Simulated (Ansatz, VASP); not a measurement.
# Sb in VASP and in Ansatz

File INCAR:

```
SYSTEM = Sb
PREC     = Accurate       ! precision mode
ENCUT    = 520            ! plane-wave cutoff, eV
EDIFF    = 1E-6           ! SCF threshold, eV
ISMEAR   = -1             ! smearing method
SIGMA    = 0.05           ! smearing width, eV
LREAL    = .False.        ! projectors in reciprocal space
LASPH    = .True.         ! aspherical terms in the spheres
NELM     = 80             ! most SCF steps
ALGO     = Normal         ! electronic algorithm
ISIF     = 2              ! what is computed and relaxed
LWAVE    = .False.        ! write WAVECAR
LCHARG   = .True.         ! write CHGCAR
GGA      = PS             ! functional
LELF     = .True.         ! ELF
LVHAR    = .True.       
NBANDS   = 8              ! bands
```

KPOINTS

```
Automatic mesh
0
Gamma
  12 12 12
  0 0 0
```

POSCAR

```
Sb
1.0
    0.0461000000      2.3280500000      2.3280500000
    2.3280500000      0.0461000000      2.3280500000
    2.3280500000      2.3280500000      0.0461000000
Sb
1
Direct
    0.0000000000      0.0000000000      0.0000000000
```

Input for Ansatz:

```yaml
crystal:
  lattice:
    - [0.0461, 2.32805, 2.32805]
    - [2.32805, 0.0461, 2.32805]
    - [2.32805, 2.32805, 0.0461]
  atoms:
    - { symbol: Sb, position: [0.0, 0.0, 0.0] }
kpoints:
  mp_grid: { grid: [12, 12, 12] }
  band_path:
    path:
      - [0.0, 0.0, 0.0]
      - [0.5, 0.5, 0.5]
      - [0.2451701269, 0.5, 0.7548298731]
      - [-0.2451701269, 0.2451701269, 0.5]
      - [0.0, 0.0, 0.5]
      - [0.0, 0.0, 0.0]
      - [-0.3725850634, 0.0, 0.3725850634]
      - [0.0, 0.3725850634, 0.6274149366]
      - [0.0, 0.5, 0.5]
    npoints: 5
scf:
  occupations: { method: fermi_dirac, width: 0.05 }
hamiltonian:
  xc: pbesol
  pseudopotentials: { kind: all_electron, lapw: { basis_error: 0.001 } }
output:
  forces: true
  stress: true
  eigenvalues: true
```

Change from the starting cell: equal xy, yz and zx shear strains of +2 %.

Alike in both runs: task single point; functional PBEsol; k mesh 12 × 12 × 12; occupations fermi-dirac, width 0.05 eV; no spin polarisation.

```csv
,VASP,Ansatz
version,VASP 6.6.1,Ansatz 0.2.0
potentials or method,"VASP PAW PBE potentials, release 64 (Sb), cutoff 520 eV","all-electron LAPW, scalar-relativistic"
```

|  | VASP | Ansatz | Ansatz less VASP |
| --- | --- | --- | --- |
| pressure (GPa) | 5.5 | 5.5 | -0.02 |
| traceless stress, the component that is largest in VASP (GPa) | -0.16 | -0.14 | +0.020 |

VASP's potentials were made for PBE, not for PBEsol. Ansatz ran all-electron here, and VASP with PAW potentials.

Neither program's run includes spin-orbit coupling.
